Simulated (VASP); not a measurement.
Write the native input for VASP 6.6.1 that does the following.

```
Task                   : single point
Functional             : PBE
Potentials or basis    : VASP PAW PBE potentials, release 64 (W_sv, C)
Cutoff                 : 520 eV
k mesh                 : 24 × 24 × 24
Occupations            : gaussian, width 0.15 eV
Spin                   : no spin polarisation
Dipole correction      : no
Further INCAR settings : ALGO = Normal; EDIFF = 1e-06; NBANDS = 16
```

The structure of WC lies in POSCAR:

```
WC
1.0
    0.0000000000      2.0914603691      2.1900108577
    2.1900108577      0.0000000000      2.1900108577
    2.1900108577      2.0914603691      0.0000000000
W C
1 1
Direct
    0.0000000000      0.0000000000      0.0000000000
    0.5000000000      0.5000000000      0.5000000000
```

This cell differs from its parent crystal: strain -0.0450 x Voigt [0, 1, 0, 0, 0, 0].

The input as run:

INCAR

```
PREC = Accurate
ENCUT = 520
EDIFF = 1E-6
ISMEAR = 0
SIGMA = 0.15
LREAL = False
LASPH = True
NELM = 100
ALGO = Normal
ISIF = 2
LWAVE = False
LCHARG = False
GGA = PE
NBANDS = 16
```

KPOINTS

```
regular mesh
0
Gamma
  24 24 24
```

Potentials or basis: VASP PAW PBE potentials, release 64 (W_sv, C).

Launch:

```console
$ cat potpaw_PBE.64/W_sv/POTCAR potpaw_PBE.64/C/POTCAR > POTCAR
$ mpirun -np 1 vasp_std > vasp.out
```

It gave:

```
Pressure               : 21.6 GPa
Band gap on the k mesh : zero (band 9 reaches 14.23 eV, above the bottom of band 10 at 11.03 eV)
```

Caveat: the cell differs from its parent crystal (strain -0.0450 x Voigt [0, 1, 0, 0, 0, 0]); spin-orbit coupling is left out, which moves the levels of the heavy elements.

It took 3.7 min on 1 thread of AMD EPYC 9R45 96-Core Processor (Zen 5), with other jobs on the host, peak memory 0.39 GiB.
